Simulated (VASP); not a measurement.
# Li3ZrO (P-3m1) in VASP: density of states with PBE

Aim: the density of states of Li3ZrO with PBE.

All numbers are computed with VASP 6.6.1; they aren't measurements. Logs are shortened: lines on timing, memory, paths and dates and some standing lists are left out, and cuts for length are marked.

## (1) The cell of the first run

Symmetry: P-3m1, No. 164, trigonal system. Conventional cell: a = 3.170 Å, b = 3.170 Å, c = 20.348 Å, α = 90.00°, β = 90.00°, γ = 120.00°. Within 2.7 Å of Li (site symmetry 3m) lie 3 O at 2.07 Å. Within 4.0 Å of Li (site symmetry 3m) lie 12 Li at 3.04 to 3.45 Å. Li (site symmetry 3m) has 12 Li at 3.03 to 3.17 Å within 4.0 Å. Zr (site symmetry 3m) has 3 O at 2.30 Å and 3 Li at 2.98 Å within 3.0 Å. O (site symmetry 3m) has 3 Li at 2.07 Å and 3 Zr at 2.30 Å within 2.7 Å.

## (2) Density of states, PBE

POSCAR

```
Li3ZrO
1.0
    3.1701251394      0.0000000000      0.0000000000
   -1.5850625697      2.7454089039      0.0000000000
    0.0000000000      0.0000000000     20.3478201604
Li Zr O
6 2 2
Direct
    0.6666666667      0.3333333333      0.1773361084
    0.3333333333      0.6666666667      0.3210746798
    0.6666666667      0.3333333333      0.4406506728
    0.3333333333      0.6666666667      0.8226638916
    0.6666666667      0.3333333333      0.6789253202
    0.3333333333      0.6666666667      0.5593493272
    0.3333333333      0.6666666667      0.0617560139
    0.6666666667      0.3333333333      0.9382439861
    0.0000000000      0.0000000000      0.1298533907
    0.0000000000      0.0000000000      0.8701466093
```

INCAR.step1

```
  PREC = Accurate
  ENCUT = 520
  EDIFF = 1E-7
  ISMEAR = 0
  SIGMA = 0.1
  LREAL = F
  LASPH = T
  NELM = 80
  ALGO = Normal
  ISIF = 2
  LWAVE = F
  LCHARG = T
  LMAXMIX = 4
  GGA = PE
  NBANDS = 38
```

KPOINTS.step1

```
Automatic mesh
0
Gamma
  12 12 2
```

INCAR.step2

```
  PREC = Accurate
  ENCUT = 520
  EDIFF = 1E-7
  ISMEAR = -5
  SIGMA = 0.1
  LREAL = F
  LASPH = T
  NELM = 80
  ALGO = Normal
  ISIF = 2
  LWAVE = F
  LCHARG = F
  LMAXMIX = 4
  GGA = PE
  LORBIT = 11
  NEDOS = 1001
  ICHARG = 11
```

KPOINTS.step2

```
Automatic mesh
0
Gamma
  18 18 3
```

Potentials or basis: VASP PAW PBE potentials, release 64 (Li_sv, Zr_sv, O).

On the command line:

```console
$ cat potpaw_PBE.64/Li_sv/POTCAR potpaw_PBE.64/Zr_sv/POTCAR potpaw_PBE.64/O/POTCAR > POTCAR
$ cp INCAR.step1 INCAR
$ cp KPOINTS.step1 KPOINTS
$ mpirun -np 1 vasp_std > vasp.out
$ cp INCAR.step2 INCAR
$ cp KPOINTS.step2 KPOINTS
$ mpirun -np 1 vasp_std > vasp.out
```

OUTCAR:

```text
PREC = Accurate
   ENCUT = 520
   EDIFF = 1E-7
   ISMEAR = -5
   LREAL = F
   LASPH = T
   NELM = 80
   ISIF = 2
   GGA = PE
   LORBIT = 11
   ICHARG = 11

 ion  position               nearest neighbor table
   1  0.667  0.333  0.177-   9 2.07   9 2.07   9 2.07   7 2.98   7 2.98   7 2.98
   2  0.333  0.667  0.321-
   3  0.667  0.333  0.441-
   4  0.333  0.667  0.823-  10 2.07  10 2.07  10 2.07   8 2.98   8 2.98   8 2.98
   5  0.667  0.333  0.679-
   6  0.333  0.667  0.559-
   7  0.333  0.667  0.062-   9 2.30   9 2.30   9 2.30   1 2.98   1 2.98   1 2.98   8 3.11   8 3.11
                             8 3.11
   8  0.667  0.333  0.938-  10 2.30  10 2.30  10 2.30   4 2.98   4 2.98   4 2.98   7 3.11   7 3.11
                             7 3.11
   9  0.000  0.000  0.130-   1 2.07   1 2.07   1 2.07   7 2.30   7 2.30   7 2.30
  10  0.000  0.000  0.870-   4 2.07   4 2.07   4 2.07   8 2.30   8 2.30   8 2.30

  LATTYP: Found a hexagonal cell.
 ALAT       =     3.1701251394
 C/A-ratio  =     6.4186173308

  Lattice vectors:

 A1 = (   3.1701251394,   0.0000000000,   0.0000000000)
 A2 = (  -1.5850625697,   2.7454089039,   0.0000000000)
 A3 = (   0.0000000000,   0.0000000000,  20.3478201604)

Analysis of symmetry for initial positions (statically):
=====================================================================
 Subroutine PRICEL returns:
 Original cell was already a primitive cell.

 Routine SETGRP: Setting up the symmetry group for a
 hexagonal supercell.

 Subroutine GETGRP returns: Found 12 space group operations
 (whereof 12 operations were pure point group operations)
 out of a pool of 24 trial point group operations.

The static configuration has the point symmetry D_3d.

Analysis of symmetry for dynamics (positions and initial velocities):
=====================================================================
 Subroutine PRICEL returns:
 Original cell was already a primitive cell.

 Routine SETGRP: Setting up the symmetry group for a
 hexagonal supercell.

 Subroutine GETGRP returns: Found 12 space group operations
 (whereof 12 operations were pure point group operations)
 out of a pool of 24 trial point group operations.

The dynamic configuration has the point symmetry D_3d.

 Subroutine INISYM returns: Found 12 space group operations
 (whereof 12 operations are pure point group operations),
 and found     1 'primitive' translations

----------------------------------------------------------------------------------------

                                     Primitive cell

  volume of cell :     177.0930

  direct lattice vectors                    reciprocal lattice vectors
     3.170125139  0.000000000  0.000000000     0.315444961  0.182122233  0.000000000
    -1.585062570  2.745408904  0.000000000     0.000000000  0.364244466  0.000000000
     0.000000000  0.000000000 20.347820160     0.000000000  0.000000000  0.049145313

  length of vectors
     3.170125139  3.170125139 20.347820160     0.364244466  0.364244466  0.049145313

  position of ions in fractional coordinates (direct lattice)
     0.666666667  0.333333333  0.177336108
     0.333333333  0.666666667  0.321074680
     0.666666667  0.333333333  0.440650673
     0.333333333  0.666666667  0.822663892
     0.666666667  0.333333333  0.678925320
     0.333333333  0.666666667  0.559349327
     0.333333333  0.666666667  0.061756014
     0.666666667  0.333333333  0.938243986
     0.000000000  0.000000000  0.129853391
     0.000000000  0.000000000  0.870146609

  ion indices of the primitive-cell ions
   primitive index   ion index
                 1           1
                 2           2
                 3           3
                 4           4
                 5           5
                 6           6
                 7           7
                 8           8
                 9           9
                10          10

----------------------------------------------------------------------------------------

 KPOINTS: Automatic mesh

Automatic generation of k-mesh.
 Grid dimensions read from file:
 generate k-points for:   18   18    3

 Generating k-lattice:

  Cartesian coordinates                     Fractional coordinates (reciprocal lattice)
     0.017524720  0.010117902  0.000000000     0.055555556  0.000000000  0.000000000
     0.000000000  0.020235804  0.000000000     0.000000000  0.055555556  0.000000000
     0.000000000  0.000000000  0.016381771     0.000000000  0.000000000  0.333333333

  Length of vectors
     0.020235804  0.020235804  0.016381771

  Shift w.r.t. Gamma in fractional coordinates (k-lattice)
     0.000000000  0.000000000  0.000000000

 TETIRR: Found   1374 inequivalent tetrahedra from     5832

 Subroutine IBZKPT returns following result:
 ===========================================

 Found    101 irreducible k-points:

 Following reciprocal coordinates:
            Coordinates               Weight
  0.000000  0.000000  0.000000      1.000000
  0.055556 -0.000000  0.000000      6.000000
  0.111111 -0.000000  0.000000      6.000000
  0.166667  0.000000  0.000000      6.000000
  0.222222  0.000000  0.000000      6.000000
  0.277778 -0.000000  0.000000      6.000000
[... 16 lines left out ...]
  0.333333  0.111111  0.000000     12.000000
  0.388889  0.111111  0.000000     12.000000
 [... further k-points ...]
   k-points           NKPTS =    101   k-points in BZ     NKDIM =    101   number of bands    NBANDS=     33
   number of dos      NEDOS =   1001   number of ions     NIONS =     10
   total plane-waves  NPLWV =  92160
   dimension x,y,z NGX =    24 NGY =   24 NGZ =  160
   dimension x,y,z NGXF=    48 NGYF=   48 NGZF=  320
   ions per type =               6   2   2
   NGX,Y,Z   is equivalent  to a cutoff of  12.59, 12.59, 13.07 a.u.
   NGXF,Y,Z  is equivalent  to a cutoff of  25.17, 25.17, 26.14 a.u.
 SYSTEM =  unknown system
   PREC   = accura    normal or accurate (medium, high low for compatibility)
   ISTART =      0    job   : 0-new  1-cont  2-samecut
   ICHARG =     11    charge: 1-file 2-atom 10-const
   ISPIN  =      1    spin polarized calculation?
   LNONCOLLINEAR =      F non collinear calculations
   LSORBIT =      F    spin-orbit coupling
   LASPH  =      T    aspherical Exc in radial PAW
   ENCUT  =  520.0 eV  38.22 Ry    6.18 a.u.   5.89  5.89 37.83*2*pi/ulx,y,z
   NELM   =     80;   NELMIN=  2; NELMDL=  0     # of ELM steps
   EDIFF  = 0.1E-06   stopping-criterion for ELM
   LREAL  =      F    real-space projection
   EDIFFG = 0.1E-05   stopping-criterion for IOM
   NSW    =      0    number of steps for IOM
   IBRION =     -1    ionic relax: 0-MD 1-quasi-New 2-CG
   NFREE  =      0    steps in history (QN), initial steepest desc. (CG)
   ISIF   =      2    stress and relaxation
   ISYM   =      2    0-nonsym 1-usesym 2-fastsym
   POTIM  = 0.5000    time-step for ionic-motion
   TEBEG  =    0.0;   TEEND  =   0.0 temperature during run
   PSTRESS=    0.0 pullay stress
   NELECT =      54.0000    total number of electrons
   NUPDOWN=      -1.0000    fix difference up-down
   EMIN   =  10.00;   EMAX   =-10.00  energy-range for DOS
   EFERMI =   0.00;   METHOD = LEGACY
   ISMEAR =    -5;   SIGMA  =   0.10  broadening in eV -4-tet -1-fermi 0-gaus
   EFERMI_NEDOS =   21; number of points for ismear=-14 and -15
   IALGO  =     38    algorithm
   IMIX   =      4    mixing-type and parameters
     AMIX     =   0.40;   BMIX     =  1.00
     AMIX_MAG =   1.60;   BMIX_MAG =  1.00
  volume/ion in A,a.u.               =      17.71       119.51
  Fermi-wavevector in a.u.,A,eV,Ry     =   1.101892  2.082274 16.519727  1.214166
  Thomas-Fermi vector in A             =   2.238326
   LORBIT       =     11    0 simple, 1 ext, 2 COOP (PROOUT), +10 PAW based schemes
   GGA     = PE    functional components
   LHFCALC =     F    Hartree Fock is set to
   AEXX    =    0.0000 exact exchange contribution
   IVDW    =     0    specifies the selected vdW correction
   LEPSILON=     F    determine dielectric tensor
   LRPA    =     F    only Hartree local field effects (RPA)
 non-spin polarized calculation
 Fermi weights with tetrahedron method with Bloechl corrections
  energy-cutoff  :      520.00
  volume of cell :      177.09
 maximum number of plane-waves:      4798

 number of electron      54.0000023 magnetization

 Free energy of the ion-electron system (eV)
  ---------------------------------------------------
  ext. energy  EPLUGINS =         0.00000000
  ---------------------------------------------------
  free energy    TOTEN  =       -48.83318921 eV

  energy without entropy =      -48.83318921  energy(sigma->0) =      -48.83318921

 E-fermi :   3.2837     XC(G=0):  -8.3791

 val. band max:        3.2411742086   @ k =   0.5000  -0.0000   0.3333
 cond. band min:       3.2989569820   @ k =   0.2778   0.2222   0.0000
 fundamental gap:      0.0577827734
 Fermi energy:         3.2836900955

 k-point     1 :       0.0000    0.0000    0.0000
  band No.  band energies     occupation
      1     -45.4316      2.00000
      2     -45.3360      2.00000
      3     -43.5135      2.00000
      4     -43.5135      2.00000
      5     -43.3058      2.00000
      6     -43.2957      2.00000
[... 25 lines left out ...]
     32       4.7919      0.00000
     33       5.6391      0.00000
[... 797 lines left out ...]
      3     -43.5057      2.00000
      4     -43.5057      2.00000
      5     -43.2947      2.00000
      6     -43.2914      2.00000
[... 25 lines left out ...]
     32       5.9142      0.00000
     33       5.9414      0.00000

 [... further k-points ...]
[... 5 lines left out ...]
  --------------------------------------------------------------------------------------
  -------------------------------------------------------------------------------------
  Total        0.0179909      0.0179909      0.0423599      0.0000000     -0.0000000      0.0000000
  in kB        0.1627656      0.1627656      0.3832342      0.0000000     -0.0000000      0.0000000
  external PRESSURE =       0.2362551 kB  Pullay stress =       0.0000000 kB

 VOLUME and BASIS-vectors are now :
 -----------------------------------------------------------------------------
  energy-cutoff  :      520.00
  volume of cell :      177.09
      direct lattice vectors                 reciprocal lattice vectors
     3.170125139  0.000000000  0.000000000     0.315444961  0.182122233  0.000000000
    -1.585062570  2.745408904  0.000000000     0.000000000  0.364244466  0.000000000
     0.000000000  0.000000000 20.347820160     0.000000000  0.000000000  0.049145313

 POSITION                                       TOTAL-FORCE (eV/Angst)
 -----------------------------------------------------------------------------------
      1.58506      0.91514      3.60840         0.000000      0.000000      0.010943
     -0.00000      1.83027      6.53317         0.000000     -0.000000     -0.013428
      1.58506      0.91514      8.96628         0.000000      0.000000     -0.013701
     -0.00000      1.83027     16.73942        -0.000000      0.000000     -0.010943
      1.58506      0.91514     13.81465         0.000000      0.000000      0.013428
     -0.00000      1.83027     11.38154         0.000000     -0.000000      0.013701
     -0.00000      1.83027      1.25660        -0.000000      0.000000     -0.026387
      1.58506      0.91514     19.09122        -0.000000     -0.000000      0.026387
      0.00000      0.00000      2.64223         0.000000     -0.000000      0.025662
      0.00000      0.00000     17.70559         0.000000      0.000000     -0.025662
 -----------------------------------------------------------------------------------
    total drift:                               -0.000000      0.000000      0.000000

  FREE ENERGIE OF THE ION-ELECTRON SYSTEM (eV)
  ---------------------------------------------------
  free  energy   TOTEN  =       -48.8331892063 eV

  energy  without entropy=      -48.8331892063  energy(sigma->0) =      -48.83318921

 total charge

# of ion       s       p       d       tot
------------------------------------------
    1        2.018   0.050   0.000   2.068
    2        2.031   0.036   0.000   2.067
    3        2.032   0.039   0.000   2.070
    4        2.018   0.050   0.000   2.068
    5        2.031   0.036   0.000   2.067
    6        2.032   0.039   0.000   2.070
    7        2.200   6.019   1.558   9.777
    8        2.200   6.019   1.558   9.777
    9        1.553   3.449   0.000   5.002
   10        1.553   3.449   0.000   5.002
--------------------------------------------------
tot         19.668  19.186   3.116  41.970
```

Run time: 12 min. Hardware: 1 thread of Intel Xeon Platinum 8488C (Sapphire Rapids), shared host; peak memory 0.62 GiB.

What came out:

| Quantity | Value |
| --- | --- |
| Valence electrons inside the program's atomic spheres | Li 2.07; Zr 9.78; O 5.00 |

Levels at points of the mesh, in eV from the Fermi level:
```tsv
k point	band 23	band 24	band 25	band 26	band 27	band 28	band 29	band 30	band 31	band 32
(0.00, 0.00, 0.00)	-3.35	-2.83	-2.40	-1.69	-1.33	-0.30	-0.12	1.44	1.51	1.51
(0.50, 0.00, 0.00)	-1.38	-0.42	-0.25	-0.05	0.29	0.40	0.79	0.87	2.39	2.57
```

Caveat: the cutoff is under 1.25 times the usual one of these potentials, so pressure, stress and relaxed cells hold a basis-set (Pulay) error; tetrahedron occupations give inexact forces and stress in metals.
